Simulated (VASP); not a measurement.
# W: single point with r2SCAN+rVV10

Crystal: W.

```
W
1.0
    -1.58105    1.58105    1.58105
     1.58105   -1.58105    1.58105
     1.58105    1.58105   -1.58105
W
1
Direct
  0.00000 0.00000 0.00000
```

```
Program                : VASP 6.6.1
Task                   : single point
Functional             : r2SCAN
Dispersion             : rVV10
Potentials or basis    : VASP PAW PBE potentials, release 64 (W_sv)
Cutoff                 : 520 eV
k mesh                 : 8 × 8 × 8
Occupations            : gaussian, width 0.1 eV
Spin                   : no spin polarisation
Dipole correction      : no
Further INCAR settings : ALGO = Normal; EDIFF = 1e-06; NBANDS = 13
```

```yaml
Pressure: 2.0 GPa
Band_gap_on_the_k_mesh: zero (band 7 reaches 16.69 eV, above the bottom of band 8 at 10.04 eV)
```

Levels at points of the mesh, in eV from the Fermi level:
```
           k point  band 4  band 5  band 6  band 7  band 8  band 9  band 10  band 11
(0.00, 0.00, 0.00)  -38.75   -9.96   -1.09   -1.09   -1.09    2.78     2.78    15.44
(0.50, 0.00, 0.00)  -38.75   -6.39   -3.57    0.72    2.62    3.68     6.58    11.91
(0.50, 0.50, 0.50)  -39.71   -5.85   -5.85    5.57    5.57    5.57     8.75     8.75
```

Run time: 17 s on 1 thread of Intel(R) Xeon(R) 6975P-C (Granite Rapids), with other jobs on the host, peak memory 0.18 GiB.

Caveat: the PAW data sets were made with another functional, which shifts forces and pressure a little; spin-orbit coupling is left out, which moves the levels of the heavy elements.
